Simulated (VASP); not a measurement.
Write the native input for VASP 6.6.1 that does the following.

```
Task                   : relaxation of cell and atoms
Functional             : PBEsol
Potentials or basis    : VASP PAW PBE potentials, release 64 (Cs_sv, Pb_d, Cl)
Cutoff                 : 600 eV
k mesh                 : 6 × 6 × 6
Occupations            : gaussian, width 0.02 eV
Spin                   : no spin polarisation
Dipole correction      : no
Further INCAR settings : ALGO = Normal; EDIFF = 1e-06; IBRION = 2; EDIFFG = -0.005; NSW = 100; ISIF = 3
```

The structure of CsPbCl3 lies in POSCAR:

```
CsPbCl3
1.0
    5.6050000000      0.0000000000      0.0000000000
    0.0000000000      5.6050000000      0.0000000000
    0.0000000000      0.0000000000      5.6050000000
Cs Pb Cl
1 1 3
Direct
    0.0000000000      0.0000000000      0.0000000000
    0.5000000000      0.5000000000      0.5000000000
    0.5000000000      0.5000000000      0.0000000000
    0.0000000000      0.5000000000      0.5000000000
    0.5000000000      0.0000000000      0.5000000000
```

One way to write it, as run:

INCAR

```
ALGO = Normal ; EDIFF = 1E-6
EDIFFG = -0.005 ; ENCUT = 600
GGA = PS ; IBRION = 2
ISIF = 3 ; ISMEAR = 0
LASPH = T ; LCHARG = F
LREAL = F ; LWAVE = F
NELM = 100 ; NSW = 100
PREC = Accurate ; SIGMA = 0.02
```

KPOINTS

```
k-points
0
Gamma
  6 6 6
```

Potentials or basis: VASP PAW PBE potentials, release 64 (Cs_sv, Pb_d, Cl).

Run with:

```sh
$ cat potpaw_PBE.64/Cs_sv/POTCAR potpaw_PBE.64/Pb_d/POTCAR potpaw_PBE.64/Cl/POTCAR > POTCAR
$ mpirun -np 1 vasp_std > vasp.out
```

Results of the run:

```json
{
  "Relaxed volume": "35.47 Å³/atom",
  "Relaxed cell": "a = 5.618 Å, b = 5.618 Å, c = 5.618 Å, α = 90.00°, β = 90.00°, γ = 90.00°",
  "Space group after relaxing (to 0.05 Å)": "Pm-3m (No. 221)",
  "Energy gained by relaxing": "0.2 meV/atom",
  "Ionic steps": "3",
  "Pressure after relaxing": "0.0 GPa",
  "Band gap on the k mesh": "1.84 eV, direct"
}
```

Caveat: the PAW data sets were made with another functional, which shifts forces and pressure a little; spin-orbit coupling is left out, which moves the levels of the heavy elements.

It took 97 s on 1 thread of Intel(R) Xeon(R) Platinum 8559C (Emerald Rapids) (shared host), peak memory 0.41 GiB.
